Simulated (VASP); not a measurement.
The system is Nb2Si2O.

```
Nb Si O
1.0
     4.44000    0.00000    0.00000
     0.00000    4.44000    0.00000
     0.00000    0.00000    5.91006
Nb Si O
2 2 1
Direct
  0.00000 0.50000 0.50000
  0.50000 0.00000 0.50000
  0.00000 0.00000 0.00000
  0.00000 0.00000 0.50000
  0.50000 0.50000 0.50000
```

The cell was built from a structure type or drawn by symmetry, and may not be a known phase.

| Item | Value |
| --- | --- |
| Program | VASP 6.6.1 |
| Task | relaxation of cell and atoms |
| Functional | PBE |
| Potentials or basis | VASP PAW PBE potentials, release 64 (Nb_sv, Si, O) |
| Cutoff | 600 eV |
| k mesh | 4 × 4 × 4 |
| Occupations | gaussian, width 0.1 eV |
| Spin | no spin polarisation |

At the start: pressure 3.9 GPa; volume 23.30 Å³/atom.

How do energy, volume and symmetry change on relaxing?

Over 11 steps the energy falls by 441.1 meV/atom and the volume is 19.27 Å³/atom (-17.3 %); space group P4/mmm (No. 123, to 0.1 Å) before and after.

Step by step:
```
step  energy change (eV)  largest force (eV/Å)  pressure (GPa)  volume (Å³)
   1              0.0000                0.0000            3.91       116.51
   2             -0.8179                0.0000          -10.82       125.14
   3             -0.8658                0.0000           -8.42       123.41
   4             -1.9146                0.0000           -7.73       107.11
   5             -2.0478                0.0000           -5.35       100.23
   6             -2.0566                0.0000           -6.13       101.84
   7             -1.9668                0.0000            9.29        90.39
   8             -2.2051                0.0000           -0.31        96.60
   9             -2.2052                0.0000           -0.17        96.49
  10             -2.2051                0.0000           -0.03        96.39
  11             -2.2056                0.0000           -0.18        96.33
```

Final structure:
```
Nb Si O
1.0
     4.62960    0.00000    0.00000
     0.00000    4.62960    0.00000
     0.00000    0.00000    4.49459
Nb Si O
2 2 1
Direct
  0.00000 0.50000 0.50000
  0.50000 0.00000 0.50000
  0.00000 0.00000 0.00000
  0.00000 0.00000 0.50000
  0.50000 0.50000 0.50000
```

Caveat: the volume moved by over 15 % at a fixed basis, so the end points are rough.
